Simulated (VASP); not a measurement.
Crystal: CsBr.

```
Cs Br
1.0
     4.31960    0.00000    0.00000
     0.00000    4.31960    0.00000
     0.00000    0.00000    4.31960
Cs Br
1 1
Direct
  0.00000 0.00000 0.00000
  0.50000 0.50000 0.50000
```

Program: VASP 6.6.1. Alike in all runs: task single point; potentials or basis VASP PAW PBE potentials, release 64 (Cs_sv, Br); no spin polarisation; cell as given; k mesh 4 × 4 × 4; smearing gaussian 0.01 eV. Hardware: 1 thread of AMD EPYC 7R13 (shared host).

Task: Order these runs on this cell by their wall time, lowest first.
A. level r2SCAN; cutoff (eV) 550
B. level PBE; cutoff (eV) 500
C. level HSE06; cutoff (eV) 400; grid for exact exchange (PRECFOCK) Normal; screening parameter 0.2079 1/Å

Result: B (18 s), A (100 s), C (720 s).
